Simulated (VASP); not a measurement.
# Si2O (antifluorite type) (Fm-3m) in VASP: a series of runs

Si2O (antifluorite type) is run at these levels: PBE; tasks: single point.

Program: VASP 6.6.1. These are calculated values, not measurements. Logs are shortened: lines on timing, memory, paths and dates and some standing lists are left out, and cuts for length are marked.

## 1. The cell of the first run

Symmetry: Fm-3m, No. 225, cubic system. The conventional cell has a = 5.511 Å, b = 5.511 Å, c = 5.511 Å, α = 90.00°, β = 90.00°, γ = 90.00°. Within 3.2 Å of Si (site symmetry -43m) lie 4 O at 2.39 Å and 6 Si at 2.76 Å. Within 3.2 Å of O (site symmetry m-3m) lie 8 Si at 2.39 Å.

## 2. Single point, PBE

The input, INCAR:

```
PREC     = Accurate       # precision mode
ENCUT    = 600            # plane-wave cutoff, eV
EDIFF    = 1E-6           # SCF threshold, eV
ISMEAR   = -1             # smearing method
SIGMA    = 0.06122561905347299 # smearing width, eV
LREAL    = False          # projectors in reciprocal space
LASPH    = True           # aspherical terms in the spheres
NELM     = 120            # most SCF steps
ALGO     = Normal         # electronic algorithm
ISIF     = 2              # what is computed and relaxed
LWAVE    = False          # write WAVECAR
LCHARG   = False          # write CHGCAR
GGA      = PE             # functional
NBANDS   = 14             # bands
GGA_COMPAT= False
```

The input, KPOINTS:

```
Automatic mesh
0
Gamma
  34 34 34
```

The input, POSCAR:

```
Si2O
1.0
    0.0000000000      2.7553385022      2.7553385022
    2.7553385022      0.0000000000      2.7553385022
    2.7553385022      2.7553385022      0.0000000000
Si O
2 1
Direct
    0.2500000000      0.2500000000      0.2500000000
    0.7500000000      0.7500000000      0.7500000000
    0.0000000000      0.0000000000      0.0000000000
```

Potentials or basis: VASP PAW PBE potentials, release 64 (Si, O).

Command:

```console
$ cat potpaw_PBE.64/Si/POTCAR potpaw_PBE.64/O/POTCAR > POTCAR
$ mpirun -np 1 vasp_std > vasp.out
```

OUTCAR:

```text
PREC = Accurate
   ENCUT = 600
   EDIFF = 1E-6
   ISMEAR = -1
   LREAL = False
   LASPH = True
   NELM = 120
   ISIF = 2
   GGA = PE

 ion  position               nearest neighbor table
   1  0.250  0.250  0.250-   3 2.39   3 2.39   3 2.39   3 2.39   2 2.76   2 2.76   2 2.76   2 2.76
                             2 2.76   2 2.76
   2  0.750  0.750  0.750-   3 2.39   3 2.39   3 2.39   3 2.39   1 2.76   1 2.76   1 2.76   1 2.76
                             1 2.76   1 2.76
   3  0.000  0.000  0.000-   2 2.39   2 2.39   1 2.39   1 2.39   2 2.39   1 2.39   2 2.39   1 2.39

  LATTYP: Found a face centered cubic cell.
 ALAT       =     5.5106770044

  Lattice vectors:

 A1 = (   0.0000000000,   2.7553385022,   2.7553385022)
 A2 = (   2.7553385022,   0.0000000000,   2.7553385022)
 A3 = (   2.7553385022,   2.7553385022,   0.0000000000)

Analysis of symmetry for initial positions (statically):
=====================================================================
 Subroutine PRICEL returns:
 Original cell was already a primitive cell.

 Routine SETGRP: Setting up the symmetry group for a
 face centered cubic supercell.

 Subroutine GETGRP returns: Found 48 space group operations
 (whereof 48 operations were pure point group operations)
 out of a pool of 48 trial point group operations.

The static configuration has the point symmetry O_h .

Analysis of symmetry for dynamics (positions and initial velocities):
=====================================================================
 Subroutine PRICEL returns:
 Original cell was already a primitive cell.

 Routine SETGRP: Setting up the symmetry group for a
 face centered cubic supercell.

 Subroutine GETGRP returns: Found 48 space group operations
 (whereof 48 operations were pure point group operations)
 out of a pool of 48 trial point group operations.

The dynamic configuration has the point symmetry O_h .

 Subroutine INISYM returns: Found 48 space group operations
 (whereof 48 operations are pure point group operations),
 and found     1 'primitive' translations

----------------------------------------------------------------------------------------

                                     Primitive cell

  volume of cell :      41.8365

  direct lattice vectors                    reciprocal lattice vectors
     0.000000000  2.755338502  2.755338502    -0.181465907  0.181465907  0.181465907
     2.755338502  0.000000000  2.755338502     0.181465907 -0.181465907  0.181465907
     2.755338502  2.755338502  0.000000000     0.181465907  0.181465907 -0.181465907

[... 97 lines left out ...]
   NUPDOWN=      -1.0000    fix difference up-down
   EMIN   =  10.00;   EMAX   =-10.00  energy-range for DOS
   EFERMI =   0.00;   METHOD = LEGACY
   ISMEAR =    -1;   SIGMA  =   0.06  broadening in eV -4-tet -1-fermi 0-gaus
   EFERMI_NEDOS =   21; number of points for ismear=-14 and -15
   IALGO  =     38    algorithm
   IMIX   =      4    mixing-type and parameters
     AMIX     =   0.40;   BMIX     =  1.00
     AMIX_MAG =   1.60;   BMIX_MAG =  1.00
  volume/ion in A,a.u.               =      13.95        94.11
  Fermi-wavevector in a.u.,A,eV,Ry     =   1.136578  2.147821 17.576134  1.291809
  Thomas-Fermi vector in A             =   2.273283
   LORBIT       =      0    0 simple, 1 ext, 2 COOP (PROOUT), +10 PAW based schemes
   GGA     = PE    functional components
   LHFCALC =     F    Hartree Fock is set to
   AEXX    =    0.0000 exact exchange contribution
   IVDW    =     0    specifies the selected vdW correction
   LEPSILON=     F    determine dielectric tensor
   LRPA    =     F    only Hartree local field effects (RPA)
 non-spin polarized calculation
  energy-cutoff  :      600.00
  volume of cell :       41.84
 maximum number of plane-waves:      1411
   NGX = 15   NGY = 15   NGZ = 15

 number of electron      13.9999998 magnetization

 Free energy of the ion-electron system (eV)
  ---------------------------------------------------
  ext. energy  EPLUGINS =         0.00000000
  ---------------------------------------------------
  free energy    TOTEN  =       -13.87152174 eV

  energy without entropy =      -13.84963307  energy(sigma->0) =      -13.86057740

 E-fermi :   7.3462     XC(G=0): -10.6994

 val. band max:        7.3444740282   @ k =   0.5000   0.0588   0.0294
 cond. band min:       7.3463995248   @ k =  -0.1765   0.0882   0.0294
 fundamental gap:      0.0019254966
 Fermi energy:         7.3462437012

 k-point     1 :       0.0000    0.0000    0.0000
  band No.  band energies     occupation
      1     -11.9757      2.00000
      2      -1.7387      2.00000
      3       2.7779      2.00000
      4       2.7779      2.00000
      5       2.7779      2.00000
      6       6.8576      1.99932
      7       6.8576      1.99932
      8       6.8576      1.99932
      9       7.2019      1.82703
     10      12.6250      0.00000
     11      12.6250      0.00000
     12      12.6250      0.00000
     13      13.7192      0.00000
     14      13.7192      0.00000
[... 377 lines left out ...]
      1     -11.8651      2.00000
      2      -1.9701      2.00000
      3       2.3628      2.00000
      4       2.5294      2.00000
      5       2.7249      2.00000
      6       5.4043      2.00000
      7       7.2095      1.80657
      8       7.2282      1.74620
      9       9.5598      0.00000
     10      10.7952      0.00000
     11      11.4946      0.00000
     12      12.4767      0.00000
     13      15.7400      0.00000
     14      16.0927      0.00000

 [... further k-points ...]

------------------------ aborting loop because EDIFF is reached ----------------------------------------

  FORCE on cell =-STRESS in cart. coord.  units (eV):
  Direction    XX          YY          ZZ          XY          YZ          ZX
  --------------------------------------------------------------------------------------
  -------------------------------------------------------------------------------------
  Total        0.4174475      0.4174475      0.4174475      0.0000000      0.0000000      0.0000000
  in kB       15.9866539     15.9866539     15.9866539      0.0000000      0.0000000      0.0000000
  external PRESSURE =      15.9866539 kB  Pullay stress =       0.0000000 kB

 VOLUME and BASIS-vectors are now :
 -----------------------------------------------------------------------------
  energy-cutoff  :      600.00
  volume of cell :       41.84
      direct lattice vectors                 reciprocal lattice vectors
     0.000000000  2.755338502  2.755338502    -0.181465907  0.181465907  0.181465907
     2.755338502  0.000000000  2.755338502     0.181465907 -0.181465907  0.181465907
     2.755338502  2.755338502  0.000000000     0.181465907  0.181465907 -0.181465907

 POSITION                                       TOTAL-FORCE (eV/Angst)
 -----------------------------------------------------------------------------------
      1.37767      1.37767      1.37767        -0.000000     -0.000000     -0.000000
      4.13301      4.13301      4.13301         0.000000      0.000000      0.000000
      0.00000      0.00000      0.00000        -0.000000      0.000000     -0.000000
 -----------------------------------------------------------------------------------
    total drift:                                0.000000     -0.000000      0.000000

  FREE ENERGIE OF THE ION-ELECTRON SYSTEM (eV)
  ---------------------------------------------------
  free  energy   TOTEN  =       -13.8715217389 eV

  energy  without entropy=      -13.8496330659  energy(sigma->0) =      -13.86057740
```

OSZICAR:

```text
N       E                     dE             d eps       ncg     rms          rms(c)
DAV:   1     0.301871430135E+02    0.30187E+02   -0.64602E+03 29652   0.976E+02
DAV:   2    -0.131570865669E+02   -0.43344E+02   -0.38675E+02 37764   0.146E+02
DAV:   3    -0.152353003883E+02   -0.20782E+01   -0.20533E+01 38414   0.300E+01
DAV:   4    -0.152469095142E+02   -0.11609E-01   -0.11599E-01 35028   0.260E+00
DAV:   5    -0.152470143057E+02   -0.10479E-03   -0.10479E-03 39570   0.247E-01    0.774E+00
DAV:   6    -0.144369599829E+02    0.81005E+00   -0.12301E+01 32916   0.259E+01    0.716E+00
DAV:   7    -0.138992661849E+02    0.53769E+00   -0.31693E+00 37354   0.111E+01    0.169E+00
DAV:   8    -0.138750889329E+02    0.24177E-01   -0.19625E-01 33774   0.308E+00    0.542E-01
DAV:   9    -0.138725820521E+02    0.25069E-02   -0.28104E-02 37762   0.108E+00    0.294E-01
DAV:  10    -0.138717817646E+02    0.80029E-03   -0.97879E-03 37620   0.645E-01    0.116E-01
DAV:  11    -0.138717294235E+02    0.52341E-04   -0.55420E-04 32946   0.180E-01    0.107E-01
DAV:  12    -0.138715215899E+02    0.20783E-03   -0.75360E-04 34866   0.186E-01    0.120E-02
DAV:  13    -0.138715220135E+02   -0.42359E-06   -0.38599E-05 36504   0.461E-02    0.868E-03
DAV:  14    -0.138715217389E+02    0.27460E-06   -0.75047E-07 22758   0.636E-03
   1 F= -.13871522E+02 E0= -.13860577E+02  d E =-.218887E-01
```

Run time: 6.6 min. Hardware: 1 thread of AMD EPYC 9R45 (Zen 5), shared host; peak memory 0.67 GiB.

Results:

```yaml
Free_energy: -13.8715 eV
Pressure: 1.6 GPa
Band_gap_on_the_k_mesh: zero (bands 7 and 8 overlap by 1.48 eV)
```

(Part 1 of 2 ends here.)
